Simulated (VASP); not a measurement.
# Ta (Immm) in VASP: further runs

The runs below take Ta through single point, with PBE.

Program: VASP 6.6.1. These are calculated values, not measurements. Logs are shortened: lines on timing, memory, paths and dates and some standing lists are left out, and cuts for length are marked.

### Step 1. The cell of the first run

It takes space group Immm (No. 71, orthorhombic). Conventional cell: a = 3.203 Å, b = 3.303 Å, c = 3.402 Å, α = 90.00°, β = 90.00°, γ = 90.00°. Within 3.8 Å of Ta (site symmetry mmm) lie 14 Ta at 2.86 to 3.40 Å.

### Step 2. Single point, PBE (strain +0.0300 x Voigt [1, -1, 0, 0, 0, 0])

INCAR

```
ALGO = Fast
EDIFF = 1E-6
ENCUT = 520
GGA = PE
ISIF = 2
ISMEAR = 0
LASPH = T
LCHARG = F
LREAL = F
LWAVE = F
NBANDS = 12
NELM = 100
PREC = Accurate
SIGMA = 0.15
```

KPOINTS

```
k-points
0
Gamma
  20 20 20
```

POSCAR

```
Ta
1.0
   -1.7008184000      1.6017416000      1.6512800000
    1.7008184000     -1.6017416000      1.6512800000
    1.7008184000      1.6017416000     -1.6512800000
Ta
1
Direct
    0.0000000000      0.0000000000      0.0000000000
```

Potentials or basis: VASP PAW PBE potentials, release 64 (Ta_pv).

On the command line:

```
$ cat potpaw_PBE.64/Ta_pv/POTCAR > POTCAR
$ mpirun -np 1 vasp_std > vasp.out
```

OUTCAR:

```text
EDIFF = 1E-6
   ENCUT = 520
   GGA = PE
   ISIF = 2
   ISMEAR = 0
   LASPH = T
   LREAL = F
   NELM = 100
   PREC = Accurate

 ion  position               nearest neighbor table
   1  0.000  0.000  0.000-

  LATTYP: Found a body centered orthorhombic cell.
 ALAT       =     3.2034832000
 B/A-ratio  =     1.0309278351
 C/A-ratio  =     1.0618556701

  Lattice vectors:

 A1 = (  -1.7008184000,  -1.6017416000,  -1.6512800000)
 A2 = (  -1.7008184000,   1.6017416000,   1.6512800000)
 A3 = (   1.7008184000,   1.6017416000,  -1.6512800000)

Analysis of symmetry for initial positions (statically):
=====================================================================
 Subroutine PRICEL returns:
 Original cell was already a primitive cell.

 Routine SETGRP: Setting up the symmetry group for a
 body centered orthorhombic supercell.

 Subroutine GETGRP returns: Found  8 space group operations
 (whereof  8 operations were pure point group operations)
 out of a pool of  8 trial point group operations.

The static configuration has the point symmetry D_2h.

Analysis of symmetry for dynamics (positions and initial velocities):
=====================================================================
 Subroutine PRICEL returns:
 Original cell was already a primitive cell.

 Routine SETGRP: Setting up the symmetry group for a
 body centered orthorhombic supercell.

 Subroutine GETGRP returns: Found  8 space group operations
 (whereof  8 operations were pure point group operations)
 out of a pool of  8 trial point group operations.

The dynamic configuration has the point symmetry D_2h.

 Subroutine INISYM returns: Found  8 space group operations
 (whereof  8 operations are pure point group operations),
 and found     1 'primitive' translations

----------------------------------------------------------------------------------------

                                     Primitive cell

  volume of cell :      17.9941

  direct lattice vectors                    reciprocal lattice vectors
    -1.700818400  1.601741600  1.651280000     0.000000000  0.312160214  0.302795407
     1.700818400 -1.601741600  1.651280000     0.293976123  0.000000000  0.302795407
     1.700818400  1.601741600 -1.651280000     0.293976123  0.312160214  0.000000000

  length of vectors
     2.860958759  2.860958759  2.860958759     0.434889707  0.422027274  0.428795942

  position of ions in fractional coordinates (direct lattice)
     0.000000000  0.000000000  0.000000000

  ion indices of the primitive-cell ions
   primitive index   ion index
                 1           1

----------------------------------------------------------------------------------------

 KPOINTS: k-points

Automatic generation of k-mesh.
 Grid dimensions read from file:
 generate k-points for:   20   20   20

 Generating k-lattice:

  Cartesian coordinates                     Fractional coordinates (reciprocal lattice)
     0.000000000  0.015608011  0.015139770     0.050000000  0.000000000 -0.000000000
     0.014698806  0.000000000  0.015139770     0.000000000  0.050000000  0.000000000
     0.014698806  0.015608011  0.000000000    -0.000000000  0.000000000  0.050000000

  Length of vectors
     0.021744485  0.021101364  0.021439797

  Shift w.r.t. Gamma in fractional coordinates (k-lattice)
     0.000000000  0.000000000  0.000000000

 Subroutine IBZKPT returns following result:
 ===========================================

 Found   1166 irreducible k-points:

 Following reciprocal coordinates:
            Coordinates               Weight
  0.000000  0.000000  0.000000      1.000000
  0.050000  0.000000 -0.000000      4.000000
  0.100000  0.000000  0.000000      4.000000
  0.150000  0.000000  0.000000      4.000000
  0.200000  0.000000  0.000000      4.000000
  0.250000  0.000000  0.000000      4.000000
[... 16 lines left out ...]
 -0.450000  0.050000  0.000000      8.000000
 -0.400000  0.050000  0.000000      8.000000
 [... further k-points ...]
   k-points           NKPTS =   1166   k-points in BZ     NKDIM =   1166   number of bands    NBANDS=     12
   number of dos      NEDOS =    301   number of ions     NIONS =      1
   total plane-waves  NPLWV =  13824
   dimension x,y,z NGX =    24 NGY =   24 NGZ =   24
   dimension x,y,z NGXF=    48 NGYF=   48 NGZF=   48
   ions per type =               1
   NGX,Y,Z   is equivalent  to a cutoff of  13.95, 13.95, 13.95 a.u.
   NGXF,Y,Z  is equivalent  to a cutoff of  27.89, 27.89, 27.89 a.u.
 SYSTEM =  unknown system
   PREC   = accura    normal or accurate (medium, high low for compatibility)
   ISTART =      0    job   : 0-new  1-cont  2-samecut
   ICHARG =      2    charge: 1-file 2-atom 10-const
   ISPIN  =      1    spin polarized calculation?
   LNONCOLLINEAR =      F non collinear calculations
   LSORBIT =      F    spin-orbit coupling
   LASPH  =      T    aspherical Exc in radial PAW
   ENCUT  =  520.0 eV  38.22 Ry    6.18 a.u.   5.32  5.32  5.32*2*pi/ulx,y,z
   NELM   =    100;   NELMIN=  2; NELMDL= -5     # of ELM steps
   EDIFF  = 0.1E-05   stopping-criterion for ELM
   LREAL  =      F    real-space projection
   EDIFFG = 0.1E-04   stopping-criterion for IOM
   NSW    =      0    number of steps for IOM
   IBRION =     -1    ionic relax: 0-MD 1-quasi-New 2-CG
   NFREE  =      0    steps in history (QN), initial steepest desc. (CG)
   ISIF   =      2    stress and relaxation
   ISYM   =      2    0-nonsym 1-usesym 2-fastsym
   POTIM  = 0.5000    time-step for ionic-motion
   TEBEG  =    0.0;   TEEND  =   0.0 temperature during run
   PSTRESS=    0.0 pullay stress
   NELECT =      11.0000    total number of electrons
   NUPDOWN=      -1.0000    fix difference up-down
   EMIN   =  10.00;   EMAX   =-10.00  energy-range for DOS
   EFERMI =   0.00;   METHOD = LEGACY
   ISMEAR =     0;   SIGMA  =   0.15  broadening in eV -4-tet -1-fermi 0-gaus
   EFERMI_NEDOS =   21; number of points for ismear=-14 and -15
   IALGO  =     68    algorithm
   IMIX   =      4    mixing-type and parameters
     AMIX     =   0.40;   BMIX     =  1.00
     AMIX_MAG =   1.60;   BMIX_MAG =  1.00
  volume/ion in A,a.u.               =      17.99       121.43
  Fermi-wavevector in a.u.,A,eV,Ry     =   1.389404  2.625594 26.265295  1.930445
  Thomas-Fermi vector in A             =   2.513438
   LORBIT       =      0    0 simple, 1 ext, 2 COOP (PROOUT), +10 PAW based schemes
   GGA     = PE    functional components
   LHFCALC =     F    Hartree Fock is set to
   AEXX    =    0.0000 exact exchange contribution
   IVDW    =     0    specifies the selected vdW correction
   LEPSILON=     F    determine dielectric tensor
   LRPA    =     F    only Hartree local field effects (RPA)
 non-spin polarized calculation
 RMM-DIIS sequential band-by-band and
 Gauss-broadening in eV      SIGMA  =   0.15
  energy-cutoff  :      520.00
  volume of cell :       17.99
 maximum number of plane-waves:       496
 NGX is ok and might be reduce to    24
   NGX = 11   NGY = 11   NGZ = 11

 number of electron      11.0000000 magnetization

 Free energy of the ion-electron system (eV)
  ---------------------------------------------------
  ext. energy  EPLUGINS =         0.00000000
  ---------------------------------------------------
  free energy    TOTEN  =       -11.80548178 eV

  energy without entropy =      -11.79054941  energy(sigma->0) =      -11.79801559

 E-fermi :   5.5016     XC(G=0): -12.6227

 val. band max:        5.5015363919   @ k =  -0.1500   0.3500   0.1000
 cond. band min:       5.5042094436   @ k =  -0.1500   0.3000   0.0500
 fundamental gap:      0.0026730518
 Fermi energy:         5.5016231652

 k-point     1 :       0.0000    0.0000    0.0000
  band No.  band energies     occupation
      1     -27.5789      2.00000
      2     -27.5752      2.00000
      3     -27.5653      2.00000
      4      -2.4256      2.00000
      5       5.8664      0.00058
      6       6.2752      0.00000
      7       6.6279      0.00000
      8       9.0245      0.00000
      9       9.9302      0.00000
     10      20.0053      0.00000
     11      20.5177      0.00000
     12      21.1022      0.00000

 k-point     2 :       0.0500    0.0000   -0.0000
  band No.  band energies     occupation
      1     -27.6021      2.00000
      2     -27.5892      2.00000
      3     -27.5706      2.00000
      4      -2.3095      2.00000
      5       5.8650      0.00061
      6       6.3053      0.00000
      7       6.5945      0.00000
      8       9.0298      0.00000
      9       9.8116      0.00000
     10      20.2153      0.00000
     11      20.7149      0.00000
     12      21.3056      0.00000

 k-point     3 :       0.1000    0.0000    0.0000
  band No.  band energies     occupation
      1     -27.6915      2.00000
      2     -27.6190      2.00000
      3     -27.5740      2.00000
      4      -1.9708      2.00000
      5       5.7182      0.04112
      6       6.4695      0.00000
      7       6.5537      0.00000
      8       9.0471      0.00000
      9       9.5622      0.00000
     10      20.8262      0.00000
     11      21.1047      0.00000
     12      21.9583      0.00000

 k-point     4 :       0.1500    0.0000    0.0000
  band No.  band energies     occupation
      1     -27.8290      2.00000
      2     -27.6650      2.00000
      3     -27.5786      2.00000
      4      -1.4392      2.00000
      5       5.4114      1.60486
      6       6.2108      0.00000
      7       7.0710      0.00000
      8       9.0826      0.00000
      9       9.3933      0.00000
     10      20.1937      0.00000
     11      21.4395      0.00000
     12      21.7892      0.00000

 k-point     5 :       0.2000    0.0000    0.0000
  band No.  band energies     occupation
      1     -27.9982      2.00000
      2     -27.7225      2.00000
      3     -27.5842      2.00000
      4      -0.7702      2.00000
      5       5.0359      1.99999
      6       5.8514      0.00097
      7       7.8041      0.00000
      8       9.1724      0.00000
      9       9.4042      0.00000
     10      20.1928      0.00000
     11      21.4450      0.00000
     12      23.0435      0.00000
[... 228 lines left out ...]
      1     -28.7232      2.00000
      2     -27.9897      2.00000
      3     -27.6219      2.00000
      4       1.2120      2.00000
      5       3.6248      2.00000
      6       7.0773      0.00000
      7       9.7683      0.00000
      8      10.7956      0.00000
      9      13.3715      0.00000
     10      17.2812      0.00000
     11      17.6460      0.00000
     12      21.6983      0.00000

 k-point    22 :       0.5000    0.0500    0.0000
  band No.  band energies     occupation
      1     -28.7242      2.00000
      2     -27.9895      2.00000
      3     -27.6225      2.00000
      4       1.2122      2.00000
      5       3.6227      2.00000
      6       7.0739      0.00000
      7       9.7632      0.00000
      8      10.8414      0.00000
      9      13.3606      0.00000
     10      17.3335      0.00000
     11      17.5528      0.00000
     12      21.7134      0.00000

 k-point    23 :      -0.4500    0.0500    0.0000
  band No.  band energies     occupation
      1     -28.6747      2.00000
      2     -27.9694      2.00000
      3     -27.6211      2.00000
      4       1.2112      2.00000
      5       3.7122      2.00000
      6       6.5682      0.00000
      7       9.7660      0.00000
      8      10.7157      0.00000
      9      12.6669      0.00000
     10      17.8847      0.00000
     11      18.0408      0.00000
     12      20.2059      0.00000

 k-point    24 :      -0.4000    0.0500    0.0000
  band No.  band energies     occupation
      1     -28.5785      2.00000
      2     -27.9313      2.00000
      3     -27.6178      2.00000
      4       1.1400      2.00000
      5       3.8901      2.00000
      6       5.9193      0.00008
      7       9.6311      0.00000
      8      10.4972      0.00000
      9      11.6141      0.00000
     10      18.6303      0.00000
     11      19.1738      0.00000
     12      20.2134      0.00000

 [... further k-points ...]
[... 5 lines left out ...]
  --------------------------------------------------------------------------------------
  -------------------------------------------------------------------------------------
  Total        0.0477954      0.7811632      0.4103332      0.0000000      0.0000000      0.0000000
  in kB        4.2556499     69.5538574     36.5355908      0.0000000      0.0000000      0.0000000
  external PRESSURE =      36.7816994 kB  Pullay stress =       0.0000000 kB

 VOLUME and BASIS-vectors are now :
 -----------------------------------------------------------------------------
  energy-cutoff  :      520.00
  volume of cell :       17.99
      direct lattice vectors                 reciprocal lattice vectors
    -1.700818400  1.601741600  1.651280000     0.000000000  0.312160214  0.302795407
     1.700818400 -1.601741600  1.651280000     0.293976123  0.000000000  0.302795407
     1.700818400  1.601741600 -1.651280000     0.293976123  0.312160214  0.000000000

 POSITION                                       TOTAL-FORCE (eV/Angst)
 -----------------------------------------------------------------------------------
      0.00000      0.00000      0.00000         0.000000     -0.000000     -0.000000
 -----------------------------------------------------------------------------------
    total drift:                                0.000000      0.000000     -0.000000

  FREE ENERGIE OF THE ION-ELECTRON SYSTEM (eV)
  ---------------------------------------------------
  free  energy   TOTEN  =       -11.8054817801 eV

  energy  without entropy=      -11.7905494091  energy(sigma->0) =      -11.79801559
```

Wall time 4.1 min (1 thread of Intel Xeon 8259CL, shared host); peak memory 0.35 GiB.

What came out:

| Quantity | Value |
| --- | --- |
| Free energy | -11.8055 eV |
| Pressure | 3.7 GPa |
| Band gap on the k mesh | zero (an odd number of electrons rules out a gap without spin polarisation) |

Levels at points of the mesh, in eV from the Fermi level:
```tsv
k point	band 3	band 4	band 5	band 6	band 7	band 8	band 9	band 10
(0.00, 0.00, 0.00)	-33.07	-7.93	0.36	0.77	1.13	3.52	4.43	14.50
(0.50, 0.00, 0.00)	-33.11	-4.37	-1.92	1.81	4.30	5.27	7.87	11.81
(0.00, 0.50, 0.00)	-33.06	-4.41	-1.13	1.37	3.32	4.72	7.70	11.54
(0.50, 0.50, 0.00)	-33.09	-4.38	-1.55	1.60	3.67	5.17	7.75	11.73
(0.50, 0.50, 0.50)	-33.82	-3.89	-3.74	6.72	6.84	6.97	7.90	8.65
```

Caveat: the cell differs from its parent crystal (strain +0.0300 x Voigt [1, -1, 0, 0, 0, 0]); the stress differs along the axes, from 0 to 7 GPa; spin-orbit coupling is left out, which moves the levels of the heavy elements.

### Step 3. Single point, PBE (strain -0.0200 x Voigt [1, -1, 0, 0, 0, 0])

INCAR

```
SYSTEM = Ta
PREC     = Accurate       ! precision mode
ENCUT    = 520            ! plane-wave cutoff, eV
EDIFF    = 1E-6           ! SCF threshold, eV
ISMEAR   = 0              ! smearing method
SIGMA    = 0.15           ! smearing width, eV
LREAL    = .FALSE.        ! projectors in reciprocal space
LASPH    = .TRUE.         ! aspherical terms in the spheres
NELM     = 80             ! most SCF steps
ALGO     = Fast           ! electronic algorithm
ISIF     = 2              ! what is computed and relaxed
LWAVE    = .FALSE.        ! write WAVECAR
LCHARG   = .TRUE.         ! write CHGCAR
GGA      = PE             ! functional
LELF     = .TRUE.         ! ELF
LVHAR    = .TRUE.       
NBANDS   = 12             ! bands
```

KPOINTS

```
regular mesh
0
G
  20 20 20
  0 0 0
```

POSCAR

```
Ta
1.0
   -1.6182544000      1.6843056000      1.6512800000
    1.6182544000     -1.6843056000      1.6512800000
    1.6182544000      1.6843056000     -1.6512800000
Ta
1
Direct
    0.0000000000      0.0000000000      0.0000000000
```

Potentials or basis: VASP PAW PBE potentials, release 64 (Ta_pv).

On the command line:

```
$ cat potpaw_PBE.64/Ta_pv/POTCAR > POTCAR
$ mpirun -np 1 vasp_std > vasp.out
```

Run time: 4.9 min. Hardware: 1 thread of Intel Xeon 8259CL, shared host; peak memory 0.35 GiB.

Results (log left out):

```
Free energy            : -11.8120 eV
Pressure               : 3.4 GPa
Band gap on the k mesh : zero (an odd number of electrons rules out a gap without spin polarisation)
```

Stress tensor (GPa, compression positive):
```
5.77 0.00 0.00
0.00 1.15 0.00
0.00 0.00 3.42
```

Levels at points of the mesh, in eV from the Fermi level:
```tsv
k point	band 3	band 4	band 5	band 6	band 7	band 8	band 9	band 10
(0.00, 0.00, 0.00)	-33.06	-7.92	0.49	0.76	1.00	3.70	4.30	14.67
(0.50, 0.00, 0.00)	-33.06	-4.39	-1.27	1.45	3.52	4.78	7.74	11.61
(0.00, 0.50, 0.00)	-33.10	-4.36	-1.79	1.74	4.19	5.14	7.85	11.85
(0.50, 0.50, 0.00)	-33.08	-4.38	-1.54	1.60	3.78	5.05	7.78	11.73
(0.50, 0.50, 0.50)	-33.84	-3.85	-3.75	6.76	6.84	6.93	8.15	8.66
```

Caveat: the cell differs from its parent crystal (strain -0.0200 x Voigt [1, -1, 0, 0, 0, 0]); the cell stands under pressure; spin-orbit coupling is left out, which moves the levels of the heavy elements.
